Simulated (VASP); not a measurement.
# Nb (I4/mmm) in VASP: notebook

Nb is run at these levels: PBE; tasks: single point.

All numbers are computed with VASP 6.6.1; they aren't measurements. Logs are shortened: lines on timing, memory, paths and dates and some standing lists are left out, and cuts for length are marked.

### 1 The cell of the first run

The structure is tetragonal, space group I4/mmm (No. 139). The conventional cell has a = 2.991 Å, b = 2.991 Å, c = 4.441 Å, α = 90.00°, β = 90.00°, γ = 90.00°. Within 3.9 Å of Nb (site symmetry 4/mmm) lie 12 Nb at 2.99 to 3.07 Å.

### 2 Single point, PBE (strain +0.000 along x and y, +0.050 along z)

Input file INCAR:

```
PREC = Accurate ; ENCUT = 520
EDIFF = 1E-7 ; ISMEAR = 0
SIGMA = 0.15 ; LREAL = F
LASPH = T ; NELM = 80
ALGO = Fast ; ISIF = 2
LWAVE = F ; LCHARG = F
GGA = PE ; NBANDS = 12
```

Input file KPOINTS:

```
Automatic mesh
0
Gamma
  20 20 20
```

Input file POSCAR:

```
Nb
1.0
    0.0000000000      2.1150000000      2.2207500000
    2.1150000000      0.0000000000      2.2207500000
    2.1150000000      2.1150000000      0.0000000000
Nb
1
Direct
    0.0000000000      0.0000000000      0.0000000000
```

Potentials or basis: VASP PAW PBE potentials, release 64 (Nb_sv).

The run is started by

```
cat potpaw_PBE.64/Nb_sv/POTCAR > POTCAR
mpirun -np 1 vasp_std > vasp.out
```

OUTCAR:

```text
PREC = Accurate
   ENCUT = 520
   EDIFF = 1E-7
   ISMEAR = 0
   LREAL = F
   LASPH = T
   NELM = 80
   ISIF = 2
   GGA = PE

 ion  position               nearest neighbor table
   1  0.000  0.000  0.000-

  LATTYP: Found a body centered tetragonal cell.
 ALAT       =     2.9910616844
 C/A-ratio  =     1.4849242405

  Lattice vectors:

 A1 = (  -2.1150000000,   0.0000000000,   2.2207500000)
 A2 = (   2.1150000000,   0.0000000000,   2.2207500000)
 A3 = (   0.0000000000,   2.1150000000,  -2.2207500000)

Analysis of symmetry for initial positions (statically):
=====================================================================
 Subroutine PRICEL returns:
 Original cell was already a primitive cell.

 Routine SETGRP: Setting up the symmetry group for a
 body centered tetragonal supercell.

 Subroutine GETGRP returns: Found 16 space group operations
 (whereof 16 operations were pure point group operations)
 out of a pool of 16 trial point group operations.

The static configuration has the point symmetry D_4h.

Analysis of symmetry for dynamics (positions and initial velocities):
=====================================================================
 Subroutine PRICEL returns:
 Original cell was already a primitive cell.

 Routine SETGRP: Setting up the symmetry group for a
 body centered tetragonal supercell.

 Subroutine GETGRP returns: Found 16 space group operations
 (whereof 16 operations were pure point group operations)
 out of a pool of 16 trial point group operations.

The dynamic configuration has the point symmetry D_4h.

 Subroutine INISYM returns: Found 16 space group operations
 (whereof 16 operations are pure point group operations),
 and found     1 'primitive' translations

----------------------------------------------------------------------------------------

                                     Primitive cell

  volume of cell :      19.8678

  direct lattice vectors                    reciprocal lattice vectors
     0.000000000  2.115000000  2.220750000    -0.236406619  0.236406619  0.225149161
     2.115000000  0.000000000  2.220750000     0.236406619 -0.236406619  0.225149161
     2.115000000  2.115000000  0.000000000     0.236406619  0.236406619 -0.225149161

  length of vectors
     3.066750000  3.066750000  2.991061684     0.403073597  0.403073597  0.403073597

  position of ions in fractional coordinates (direct lattice)
     0.000000000  0.000000000  0.000000000

  ion indices of the primitive-cell ions
   primitive index   ion index
                 1           1

----------------------------------------------------------------------------------------

 KPOINTS: Automatic mesh

Automatic generation of k-mesh.
 Grid dimensions read from file:
 generate k-points for:   20   20   20

 Generating k-lattice:

  Cartesian coordinates                     Fractional coordinates (reciprocal lattice)
    -0.011820331  0.011820331  0.011257458     0.050000000  0.000000000  0.000000000
     0.011820331 -0.011820331  0.011257458     0.000000000  0.050000000  0.000000000
     0.011820331  0.011820331 -0.011257458     0.000000000  0.000000000  0.050000000

  Length of vectors
     0.020153680  0.020153680  0.020153680

  Shift w.r.t. Gamma in fractional coordinates (k-lattice)
     0.000000000  0.000000000  0.000000000

 Subroutine IBZKPT returns following result:
 ===========================================

 Found    641 irreducible k-points:

 Following reciprocal coordinates:
            Coordinates               Weight
  0.000000  0.000000  0.000000      1.000000
  0.050000  0.000000  0.000000      8.000000
  0.100000  0.000000  0.000000      8.000000
  0.150000  0.000000  0.000000      8.000000
  0.200000  0.000000  0.000000      8.000000
  0.250000  0.000000  0.000000      8.000000
[... 16 lines left out ...]
 -0.400000  0.050000  0.000000      8.000000
 -0.350000  0.050000  0.000000      8.000000
 [... further k-points ...]
   k-points           NKPTS =    641   k-points in BZ     NKDIM =    641   number of bands    NBANDS=     12
   number of dos      NEDOS =    301   number of ions     NIONS =      1
   total plane-waves  NPLWV =  13824
   dimension x,y,z NGX =    24 NGY =   24 NGZ =   24
   dimension x,y,z NGXF=    48 NGYF=   48 NGZF=   48
   ions per type =               1
   NGX,Y,Z   is equivalent  to a cutoff of  13.01, 13.01, 13.34 a.u.
   NGXF,Y,Z  is equivalent  to a cutoff of  26.02, 26.02, 26.68 a.u.
 SYSTEM =  unknown system
   PREC   = accura    normal or accurate (medium, high low for compatibility)
   ISTART =      0    job   : 0-new  1-cont  2-samecut
   ICHARG =      2    charge: 1-file 2-atom 10-const
   ISPIN  =      1    spin polarized calculation?
   LNONCOLLINEAR =      F non collinear calculations
   LSORBIT =      F    spin-orbit coupling
   LASPH  =      T    aspherical Exc in radial PAW
   ENCUT  =  520.0 eV  38.22 Ry    6.18 a.u.   5.70  5.70  5.56*2*pi/ulx,y,z
   NELM   =     80;   NELMIN=  2; NELMDL= -5     # of ELM steps
   EDIFF  = 0.1E-06   stopping-criterion for ELM
   LREAL  =      F    real-space projection
   EDIFFG = 0.1E-05   stopping-criterion for IOM
   NSW    =      0    number of steps for IOM
   IBRION =     -1    ionic relax: 0-MD 1-quasi-New 2-CG
   NFREE  =      0    steps in history (QN), initial steepest desc. (CG)
   ISIF   =      2    stress and relaxation
   ISYM   =      2    0-nonsym 1-usesym 2-fastsym
   POTIM  = 0.5000    time-step for ionic-motion
   TEBEG  =    0.0;   TEEND  =   0.0 temperature during run
   PSTRESS=    0.0 pullay stress
   NELECT =      13.0000    total number of electrons
   NUPDOWN=      -1.0000    fix difference up-down
   EMIN   =  10.00;   EMAX   =-10.00  energy-range for DOS
   EFERMI =   0.00;   METHOD = LEGACY
   ISMEAR =     0;   SIGMA  =   0.15  broadening in eV -4-tet -1-fermi 0-gaus
   EFERMI_NEDOS =   21; number of points for ismear=-14 and -15
   IALGO  =     68    algorithm
   IMIX   =      4    mixing-type and parameters
     AMIX     =   0.40;   BMIX     =  1.00
     AMIX_MAG =   1.60;   BMIX_MAG =  1.00
  volume/ion in A,a.u.               =      19.87       134.07
  Fermi-wavevector in a.u.,A,eV,Ry     =   1.421257  2.685785 27.483363  2.019970
  Thomas-Fermi vector in A             =   2.542085
   LORBIT       =      0    0 simple, 1 ext, 2 COOP (PROOUT), +10 PAW based schemes
   GGA     = PE    functional components
   LHFCALC =     F    Hartree Fock is set to
   AEXX    =    0.0000 exact exchange contribution
   IVDW    =     0    specifies the selected vdW correction
   LEPSILON=     F    determine dielectric tensor
   LRPA    =     F    only Hartree local field effects (RPA)
 non-spin polarized calculation
 RMM-DIIS sequential band-by-band and
 Gauss-broadening in eV      SIGMA  =   0.15
  energy-cutoff  :      520.00
  volume of cell :       19.87
 maximum number of plane-waves:       548
   NGX = 11   NGY = 11   NGZ = 11

 number of electron      12.9999999 magnetization

 Free energy of the ion-electron system (eV)
  ---------------------------------------------------
  ext. energy  EPLUGINS =         0.00000000
  ---------------------------------------------------
  free energy    TOTEN  =        -9.89003266 eV

  energy without entropy =       -9.87256729  energy(sigma->0) =       -9.88129997

 E-fermi :  10.1814     XC(G=0): -12.0039

 val. band max:       10.1805411160   @ k =   0.3500   0.0000   0.0000
 cond. band min:      10.1844956555   @ k =  -0.4000   0.3500   0.0500
 fundamental gap:      0.0039545395
 Fermi energy:        10.1813613885

 k-point     1 :       0.0000    0.0000    0.0000
  band No.  band energies     occupation
      1     -44.6695      2.00000
      2     -20.1612      2.00000
      3     -20.1464      2.00000
      4     -20.1464      2.00000
      5       4.1169      2.00000
      6       9.9769      1.94607
      7      10.5281      0.00108
      8      10.5281      0.00108
      9      12.3382      0.00000
     10      13.0757      0.00000
     11      21.9739      0.00000
     12      25.6206      0.00000

 k-point     2 :       0.0500    0.0000    0.0000
  band No.  band energies     occupation
      1     -44.6659      2.00000
      2     -20.1788      2.00000
      3     -20.1586      2.00000
      4     -20.1488      2.00000
      5       4.2049      2.00000
      6       9.9861      1.93443
      7      10.4896      0.00366
      8      10.5689      0.00026
      9      12.3120      0.00000
     10      13.0323      0.00000
     11      22.1492      0.00000
     12      25.5963      0.00000

 k-point     3 :       0.1000    0.0000    0.0000
  band No.  band energies     occupation
      1     -44.6551      2.00000
      2     -20.2510      2.00000
      3     -20.1722      2.00000
      4     -20.1557      2.00000
      5       4.4609      2.00000
      6       9.9569      1.96567
      7      10.4378      0.01563
      8      10.6813      0.00000
      9      12.2577      0.00000
     10      12.9213      0.00000
     11      22.6340      0.00000
     12      25.1090      0.00000
[... 286 lines left out ...]
 k-point    23 :      -0.4000    0.0500    0.0000
  band No.  band energies     occupation
      1     -44.5246      2.00000
      2     -21.0781      2.00000
      3     -20.3288      2.00000
      4     -20.2337      2.00000
      5       6.6474      2.00000
      6       9.9238      1.98483
      7      10.5816      0.00016
      8      10.7332      0.00000
      9      13.9332      0.00000
     10      14.6781      0.00000
     11      20.3160      0.00000
     12      22.3529      0.00000

 k-point    24 :      -0.3500    0.0500    0.0000
  band No.  band energies     occupation
      1     -44.5393      2.00000
      2     -20.9899      2.00000
      3     -20.3151      2.00000
      4     -20.2209      2.00000
      5       6.6040      2.00000
      6      10.0445      1.80298
      7      10.1923      0.91780
      8      10.6940      0.00000
      9      13.5044      0.00000
     10      14.2559      0.00000
     11      20.8480      0.00000
     12      23.2075      0.00000

 [... further k-points ...]

------------------------ aborting loop because EDIFF is reached ----------------------------------------

  FORCE on cell =-STRESS in cart. coord.  units (eV):
  Direction    XX          YY          ZZ          XY          YZ          ZX
  --------------------------------------------------------------------------------------
  -------------------------------------------------------------------------------------
  Total       -1.4955707     -1.4955707     -0.3888612      0.0000000      0.0000000      0.0000000
  in kB     -120.6055048   -120.6055048    -31.3584663      0.0000000      0.0000000      0.0000000
  external PRESSURE =     -90.8564920 kB  Pullay stress =       0.0000000 kB

 VOLUME and BASIS-vectors are now :
 -----------------------------------------------------------------------------
  energy-cutoff  :      520.00
  volume of cell :       19.87
      direct lattice vectors                 reciprocal lattice vectors
     0.000000000  2.115000000  2.220750000    -0.236406619  0.236406619  0.225149161
     2.115000000  0.000000000  2.220750000     0.236406619 -0.236406619  0.225149161
     2.115000000  2.115000000  0.000000000     0.236406619  0.236406619 -0.225149161

 POSITION                                       TOTAL-FORCE (eV/Angst)
 -----------------------------------------------------------------------------------
      0.00000      0.00000      0.00000         0.000000      0.000000      0.000000
 -----------------------------------------------------------------------------------
    total drift:                               -0.000000      0.000000      0.000000

  FREE ENERGIE OF THE ION-ELECTRON SYSTEM (eV)
  ---------------------------------------------------
  free  energy   TOTEN  =        -9.8900326574 eV

  energy  without entropy=       -9.8725672869  energy(sigma->0) =       -9.88129997
```

It took 2.9 min on 1 thread of Intel Xeon 6975P-C (Granite Rapids), shared host; peak memory 0.24 GiB.

What came out:

| Property | Result |
| --- | --- |
| Free energy | -9.8900 eV |
| Pressure | -9.1 GPa |
| Band gap on the k mesh | zero (an odd number of electrons rules out a gap without spin polarisation) |

Caveat: the cell differs from its parent crystal (strain +0.000 along x and y, +0.050 along z); the cell stands under tension.

### 3 Single point, PBE (strain -0.050 along x and y, -0.025 along z)

Input file INCAR:

```
SYSTEM = Nb
ALGO     = Normal         ! electronic algorithm
EDIFF    = 1E-6           ! SCF threshold, eV
ENCUT    = 520            ! plane-wave cutoff, eV
GGA      = PE             ! functional
ISIF     = 2              ! what is computed and relaxed
ISMEAR   = 0              ! smearing method
LASPH    = .TRUE.         ! aspherical terms in the spheres
LCHARG   = .TRUE.         ! write CHGCAR
LELF     = .TRUE.         ! ELF
LREAL    = .FALSE.        ! projectors in reciprocal space
LVHAR    = .TRUE.       
LWAVE    = .FALSE.        ! write WAVECAR
NBANDS   = 12             ! bands
NELM     = 60             ! most SCF steps
PREC     = Accurate       ! precision mode
SIGMA    = 0.15           ! smearing width, eV
```

Input file KPOINTS:

```
k-points
0
G
  20 20 20
  0 0 0
```

Input file POSCAR:

```
Nb
1.0
    0.0000000000      2.0092500000      2.0621250000
    2.0092500000      0.0000000000      2.0621250000
    2.0092500000      2.0092500000      0.0000000000
Nb
1
Direct
    0.0000000000      0.0000000000      0.0000000000
```

Potentials or basis: VASP PAW PBE potentials, release 64 (Nb_sv).

The run is started by

```
cat potpaw_PBE.64/Nb_sv/POTCAR > POTCAR
mpirun -np 1 vasp_std > vasp.out
```

Wall time 54 s (1 thread of Intel Xeon 6975P-C (Granite Rapids), shared host); peak memory 0.24 GiB.

The run converged. Its results:

```
Free energy            : -9.7678 eV
Pressure               : 23.8 GPa
Band gap on the k mesh : zero (an odd number of electrons rules out a gap without spin polarisation)
```

Stress tensor (GPa, compression positive):
```
20.71  0.00  0.00
 0.00 20.71  0.00
 0.00  0.00 29.86
```

Levels at points of the mesh, in eV from the Fermi level:
| k point | band 3 | band 4 | band 5 | band 6 | band 7 | band 8 | band 9 | band 10 |
| --- | --- | --- | --- | --- | --- | --- | --- | --- |
| (0.00, 0.00, 0.00) | -29.81 | -29.81 | -6.49 | -0.23 | 0.12 | 0.12 | 2.80 | 3.30 |
| (0.50, 0.00, 0.00) | -30.07 | -30.00 | -4.32 | -0.42 | -0.04 | 1.88 | 5.29 | 5.49 |
| (0.50, 0.50, 0.00) | -30.37 | -30.37 | -4.74 | -3.92 | 4.05 | 5.41 | 6.05 | 6.05 |
| (0.50, 0.00, 0.50) | -30.49 | -30.41 | -4.77 | -3.98 | 4.55 | 5.35 | 5.88 | 6.25 |

Caveat: the cell differs from its parent crystal (strain -0.050 along x and y, -0.025 along z); the cell stands under pressure.

### 4 Single point, PBE (strain -0.050 along x and y, +0.000 along z)

Input file INCAR:

```
SYSTEM = Nb
ALGO = Normal ; EDIFF = 1E-7
ENCUT = 520 ; GGA = PE
ISIF = 2 ; ISMEAR = 0
LASPH = .True. ; LCHARG = .False.
LREAL = .False. ; LWAVE = .False.
NBANDS = 12 ; NELM = 100
PREC = Accurate ; SIGMA = 0.15
```

Input file KPOINTS:

```
k-points
0
Gamma
  20 20 20
  0 0 0
```

Input file POSCAR:

```
Nb
1.0
    0.0000000000      2.0092500000      2.1150000000
    2.0092500000      0.0000000000      2.1150000000
    2.0092500000      2.0092500000      0.0000000000
Nb
1
Direct
    0.0000000000      0.0000000000      0.0000000000
```

The run is started by

```
cat potpaw_PBE.64/Nb_sv/POTCAR > POTCAR
mpirun -np 1 vasp_std > vasp.out
```

Run time: 75 s. Hardware: 1 thread of Intel Xeon 6975P-C (Granite Rapids), shared host; peak memory 0.25 GiB.

It converged, with:

```
Free energy            : -9.8447 eV
Pressure               : 17.4 GPa
Band gap on the k mesh : zero (an odd number of electrons rules out a gap without spin polarisation)
```

Stress tensor (GPa, compression positive):
```
12.60  0.00  0.00
 0.00 12.60  0.00
 0.00  0.00 27.15
```

Levels at points of the mesh, in eV from the Fermi level:
```csv
k point,band 2,band 3,band 4,band 5,band 6,band 7,band 8,band 9,band 10,band 11
"(0.00, 0.00, 0.00)",-29.90,-29.87,-29.87,-6.42,-0.39,0.28,0.28,2.49,3.45,11.96
"(0.50, 0.00, 0.00)",-31.48,-30.14,-30.02,-4.20,-0.52,0.19,1.78,5.06,5.42,11.69
"(0.50, 0.50, 0.00)",-31.36,-30.35,-30.35,-4.55,-3.72,3.58,5.30,5.86,5.86,12.53
"(0.50, 0.00, 0.50)",-31.37,-30.56,-30.41,-4.61,-3.82,4.54,5.16,5.52,6.26,11.38
```

Caveat: the cell differs from its parent crystal (strain -0.050 along x and y, +0.000 along z); the cell stands under pressure.

### 5 Summary

```tsv
cell	gap on the mesh (eV)	pressure (GPa)
a = 3.067, b = 3.067, c = 2.991 Å, angles 60.8, 60.8, 58.4°, 1 atom	none	-9.1
a = 2.879, b = 2.879, c = 2.842 Å, angles 60.4, 60.4, 59.1°, 1 atom	none	23.8
a = 2.917, b = 2.917, c = 2.842 Å, angles 60.9, 60.9, 58.3°, 1 atom	none	17.4
```

Alike in all rows: task single point; level PBE; potentials or basis VASP PAW PBE potentials, release 64 (Nb_sv); no spin polarisation; k mesh 20 × 20 × 20; cutoff (eV) 520; smearing gaussian 0.15 eV.

Caveats: the cell stands under pressure (at least some runs); the cell stands under tension (at least some runs).

Total energies depend on the potentials used, so only differences within one code and one set of settings carry meaning.
